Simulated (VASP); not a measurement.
The system is Mg7Te.

```
Mg Te
1.0
    -3.13272    3.13272    4.58811
     3.13272   -3.13272    4.58811
     3.13272    3.13272   -4.58811
Mg Te
7 1
Direct
  0.75000 0.25000 0.50000
  0.25000 0.75000 0.50000
  0.00000 0.66910 0.66910
  0.00000 0.33090 0.33090
  0.33090 0.00000 0.33090
  0.66910 0.00000 0.66910
  0.00000 0.00000 0.00000
  0.50000 0.50000 0.00000
```

The cell was generated, and may not be a known phase.

- Program: VASP 6.6.1
- Task: relaxation of cell and atoms
- Functional: PBE
- Potentials or basis: VASP PAW PBE potentials, release 64 (Mg, Te)
- Cutoff: 600 eV
- k mesh: 4 × 4 × 4
- Occupations: gaussian, width 0.2 eV
- Spin: no spin polarisation

At the start: pressure 28.5 GPa; volume 22.51 Å³/atom.

Task: Where does the relaxation end?

Result: Over 8 steps the energy falls by 1170.2 meV/atom and the volume is 44.44 Å³/atom (+97.4 %); space group I4/mmm (No. 139, to 0.1 Å) before and after.

The path:
```csv
step,energy change (eV),largest force (eV/Å),pressure (GPa),volume (Å³)
1,0.0000,0.0715,28.55,180.11
2,-8.9882,0.2171,2.35,305.95
3,-9.2556,0.2373,0.96,331.33
4,-9.2686,0.2574,-0.75,386.18
5,-9.3350,0.2514,-0.13,361.07
6,-9.3356,0.2501,0.00,356.62
7,-9.3561,0.0960,0.03,356.05
8,-9.3618,0.0355,0.06,355.54
```

Final structure:
```
Mg Te
1.0
    -4.04702    4.04702    5.42697
     4.04702   -4.04702    5.42697
     4.04702    4.04702   -5.42697
Mg Te
7 1
Direct
  0.75000 0.25000 0.50000
  0.25000 0.75000 0.50000
  0.00000 0.66685 0.66685
  0.00000 0.33315 0.33315
  0.33315 0.00000 0.33315
  0.66685 0.00000 0.66685
  0.00000 0.00000 0.00000
  0.50000 0.50000 0.00000
```

Caveat: the volume moved by over 15 % at a fixed basis, so the end points are rough; the relaxation stopped at a loose force limit of 0.08 eV/Å, so its end isn't a converged minimum.
